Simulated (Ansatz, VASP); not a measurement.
Two plane-wave programs on La2F3

File INCAR:

```
SYSTEM = La2F3
PREC = Accurate
ENCUT = 520
EDIFF = 1E-7
ISMEAR = 0
SIGMA = 0.1
LREAL = .FALSE.
LASPH = .TRUE.
NELM = 80
ALGO = Normal
ISIF = 2
LWAVE = .FALSE.
LCHARG = .TRUE.
GGA = PE
LELF = .TRUE.
LVHAR = .TRUE.
NBANDS = 30
```

The input KPOINTS:

```
regular mesh
0
G
  6 6 4
  0 0 0
```

The input POSCAR:

```
La2F3
1.0
    3.6257471400      0.0000000000      0.0000000000
    0.0000000000      3.6257471400      0.0000000000
    0.0000000000      0.0000000000      7.2320835600
La F
2 3
Direct
    0.0000000000      0.0000000000      0.6948391700
    0.0000000000      0.0000000000      0.3051608300
    0.5000000000      0.0000000000      0.5000000000
    0.0000000000      0.5000000000      0.5000000000
    0.0000000000      0.0000000000      0.0000000000
```

Input for Ansatz:

```yaml
crystal:
  lattice:
    - [3.62574714, 0.0, 0.0]
    - [0.0, 3.62574714, 0.0]
    - [0.0, 0.0, 7.23208356]
  atoms:
    - { symbol: La, position: [0.0, 0.0, 0.69483917] }
    - { symbol: La, position: [0.0, 0.0, 0.30516083] }
    - { symbol: F, position: [0.5, 0.0, 0.5] }
    - { symbol: F, position: [0.0, 0.5, 0.5] }
    - { symbol: F, position: [0.0, 0.0, 0.0] }
basis:
  ecutwfc: 420
kpoints:
  mp_grid: { grid: [6, 6, 4] }
hamiltonian:
  xc: pbe
scf:
  occupations: { method: gaussian, width: 0.1 }
  lower_state_search: "off"
output:
  forces: true
  stress: true
  eigenvalues: true
```

Alike in both runs: task single point; functional PBE; k mesh 6 × 6 × 4; occupations gaussian, width 0.1 eV; no spin polarisation.

|  | VASP | Ansatz |
| --- | --- | --- |
| version | VASP 6.6.1 | Ansatz 0.2.0 |
| potentials or method | VASP PAW PBE potentials, release 64 (La, F), cutoff 520 eV | scalar-relativistic, plane waves, PAW |
| valence electrons in the cell | 43 | 43 |

```csv
,VASP,Ansatz,Ansatz less VASP
gap on the k mesh at the Fermi level (eV),none,none,-
pressure (GPa),27.8,28.2,+0.38
"traceless stress, the component that is largest in VASP (GPa)",18.07,18.10,+0.030
rms of the force components (eV/Å),2.501,2.502,+0.0018
```

Atom by atom the forces differ by 0.002 eV/Å (rms over components). A gap of «none» marks a metal or a gap that the smearing closes.

Spin-orbit coupling is off throughout.
